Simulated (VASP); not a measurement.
Set up this calculation in VASP 6.6.1, as the native input.

| Quantity | Value |
| --- | --- |
| Task | single point |
| Functional | r2SCAN |
| Dispersion | rVV10 |
| Potentials or basis | VASP PAW PBE potentials, release 64 (Ti_sv, O) |
| Cutoff | 520 eV |
| k mesh | 8 × 8 × 6 |
| Occupations | gaussian, width 0.02 eV |
| Spin | no spin polarisation |
| Dipole correction | no |
| Further INCAR settings | ALGO = Normal; EDIFF = 1e-06; NBANDS = 33 |

The system is TiO2.

```xyz
6
Lattice="2.6695 -2.6695 -0.0201 2.6695 2.6695 -0.0201 -2.6336 0.0000 4.7850" Properties=species:S:1:pos:R:3 pbc="T T T"
Ti    2.0111    2.0022    1.1761
Ti    0.6943   -2.0022    3.5686
O    -0.6435   -0.6674    3.1790
O     3.3489    0.6674    1.5658
O     2.0320   -0.6674    3.9583
O     0.6733    0.6674    0.7865
```

These files were run (other wordings do the same):

POSCAR

```
TiO2
1.0
    2.6694727569     -2.6695122311     -0.0201199553
    2.6694727569      2.6695122311     -0.0201199553
   -2.6336133918      0.0000000000      4.7849878006
Ti O
2 4
Direct
    0.1249961872      0.8750038128      0.2500000000
    0.8750038128      0.1249961872      0.7500000000
    0.3330616008      0.0830400398      0.6661153346
    0.6669383992      0.9169599602      0.3338846654
    0.9169599602      0.6669383992      0.8338846654
    0.0830400398      0.3330616008      0.1661153346
```

INCAR.step1

```
  PREC = Accurate
  ENCUT = 520
  ISMEAR = 0
  SIGMA = 0.02
  LREAL = False
  LASPH = True
  NELM = 60
  NBANDS = 33
  GGA = PE
  ALGO = Normal
  EDIFF = 1E-4
  LWAVE = True
  LCHARG = False
```

INCAR.step2

```
  PREC = Accurate
  ENCUT = 520
  EDIFF = 1E-6
  ISMEAR = 0
  SIGMA = 0.02
  LREAL = False
  LASPH = True
  NELM = 60
  ALGO = Normal
  ISIF = 2
  LWAVE = False
  LCHARG = True
  METAGGA = R2SCAN
  LMIXTAU = True
  LUSE_VDW = True
  IVDW_NL = 2
  BPARAM = 11.95
  CPARAM = 0.0093
  LELF = True
  LVHAR = True
  NBANDS = 33
  ISTART = 1
```

KPOINTS

```
regular mesh
0
Gamma
  8 8 6
```

Potentials or basis: VASP PAW PBE potentials, release 64 (Ti_sv, O).

The run is started by

```bash
$ cat potpaw_PBE.64/Ti_sv/POTCAR potpaw_PBE.64/O/POTCAR > POTCAR
$ cp INCAR.step1 INCAR
$ mpirun -np 1 vasp_std > vasp.out
$ cp INCAR.step2 INCAR
$ mpirun -np 1 vasp_std > vasp.out
```

It gave:

| Property | Result |
| --- | --- |
| Pressure | 1.3 GPa |
| Largest force | 0.027 eV/Å |
| Band gap on the k mesh | 2.58 eV (least direct gap 2.91 eV) |

Caveat: the PAW data sets were made with another functional, which shifts forces and pressure a little.

It took 36 min on 1 thread of Oxide Virtual Turin-like Processor (shared host), peak memory 0.53 GiB.
